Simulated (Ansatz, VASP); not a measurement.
## One calculation of TiN, two programs

Contents of INCAR:

```
  PREC = Accurate
  ENCUT = 600
  EDIFF = 1E-6
  ISMEAR = -1
  SIGMA = 0.15
  LREAL = F
  LASPH = T
  NELM = 80
  ALGO = Normal
  ISIF = 3
  LWAVE = F
  LCHARG = F
  IBRION = 2
  NSW = 80
  EDIFFG = -0.001
```

Contents of KPOINTS:

```
Automatic mesh
0
Gamma
  16 16 16
```

File POSCAR:

```
TiN
1.0
    0.0000000000      2.0859620385      2.0859620385
    2.0859620385      0.0000000000      2.0859620385
    2.0859620385      2.0859620385      0.0000000000
Ti N
1 1
Direct
    0.0000000000      0.0000000000      0.0000000000
    0.5000000000      0.5000000000      0.5000000000
```

Input for Ansatz:

```yaml
crystal:
  lattice:
    - [0.0, 2.0859620385, 2.0859620385]
    - [2.0859620385, 0.0, 2.0859620385]
    - [2.0859620385, 2.0859620385, 0.0]
  atoms:
    - { symbol: Ti, position: [0.0, 0.0, 0.0] }
    - { symbol: "N", position: [0.5, 0.5, 0.5] }
basis:
  ecutwfc: 420
kpoints:
  mp_grid: { grid: [16, 16, 16] }
hamiltonian:
  xc: lda
  pseudopotentials: { kind: paw, azcp: { folder: soft_1 } }
scf:
  occupations: { method: fermi_dirac, width: 0.15 }
output:
  forces: true
  stress: true
  eigenvalues: true
relax:
  adjacent_minimum: "off"
  f_tol: 0.001
  max_steps: 60
  cell: { stress_tol: 0.01 }
```

Alike in both runs: task relaxation of cell and atoms; functional LDA; k mesh 16 × 16 × 16; occupations fermi-dirac, width 0.15 eV; no spin polarisation.

```csv
,VASP,Ansatz
version,VASP 6.6.1,Ansatz 0.2.0
potentials or method,"VASP PAW LDA potentials, release 64 (Ti_sv, N), cutoff 600 eV","scalar-relativistic, plane waves, PAW"
valence electrons in the cell,17,17
```

VASP gave:

- gap on the k mesh at the Fermi level, each at its own relaxed structure (eV): none
- relaxed volume (Å³/atom): 9.11
- relaxed length of the cell vector where the two differ most in proportion (Å): 2.954

Q: What did Ansatz give for the same quantities?

A: gap on the k mesh at the Fermi level, each at its own relaxed structure (eV): none; relaxed volume (Å³/atom): 9.08; relaxed length of the cell vector where the two differ most in proportion (Å): 2.951.

Ansatz warns that its potentials were made for another functional, while VASP's fit it. LDA's correlation is that of Perdew and Zunger in VASP and of Perdew and Wang (1992) in Ansatz. A gap of «none» marks a metal or a gap that the smearing closes.
